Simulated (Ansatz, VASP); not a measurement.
# NaF in VASP and in Ansatz

Contents of INCAR:

```
SYSTEM = NaF
  PREC = Accurate
  ENCUT = 520
  EDIFF = 1E-6
  ISMEAR = -1
  SIGMA = 0.05
  LREAL = .False.
  LASPH = .True.
  NELM = 100
  ALGO = Normal
  ISIF = 2
  LWAVE = .False.
  LCHARG = .False.
  GGA = PS
  NBANDS = 14
```

The input KPOINTS:

```
regular mesh
0
Gamma
  6 6 6
  0 0 0
```

POSCAR

```
NaF
1.0
    2.7934852186      0.0000000000      0.0000000000
    0.0000000000      2.7934852186      0.0000000000
    0.0000000000      0.0000000000      2.7934852186
Na F
1 1
Direct
    0.0000000000      0.0000000000      0.0000000000
    0.5000000000      0.5000000000      0.5000000000
```

Input for Ansatz:

```yaml
crystal:
  lattice:
    - [2.7934852186, 0.0, 0.0]
    - [0.0, 2.7934852186, 0.0]
    - [0.0, 0.0, 2.7934852186]
  atoms:
    - { symbol: Na, position: [0.0, 0.0, 0.0] }
    - { symbol: F, position: [0.5, 0.5, 0.5] }
kpoints:
  mp_grid: { grid: [6, 6, 6] }
hamiltonian:
  xc: pbesol
scf:
  occupations: { method: fermi_dirac, width: 0.05 }
  n_extra_bands: 4
output:
  forces: true
  stress: true
  eigenvalues: true
```

Alike in both runs: task single point; functional PBEsol; k mesh 6 × 6 × 6; occupations fermi-dirac, width 0.05 eV; no spin polarisation.

|  | VASP | Ansatz |
| --- | --- | --- |
| version | VASP 6.6.1 | Ansatz 0.2.0 |
| potentials or method | VASP PAW PBE potentials, release 64 (Na_pv, F) | plane waves |
| plane-wave cutoff (eV) | 520 | 420 |
| valence electrons in the cell | 14 | 16 |

|  | VASP | Ansatz | Ansatz less VASP |
| --- | --- | --- | --- |
| gap on the k mesh at the Fermi level (eV) | 5.98 | 6.00 | +0.019 |
| pressure (GPa) | 1.3 | 1.4 | +0.07 |

VASP's potentials were made for PBE, not for PBEsol. The functional is the same, so the differences come from potentials, cutoffs and numerics. VASP's potentials hold 14 valence electrons a cell and Ansatz's 16, so a difference there can come from the potentials and not from the codes.
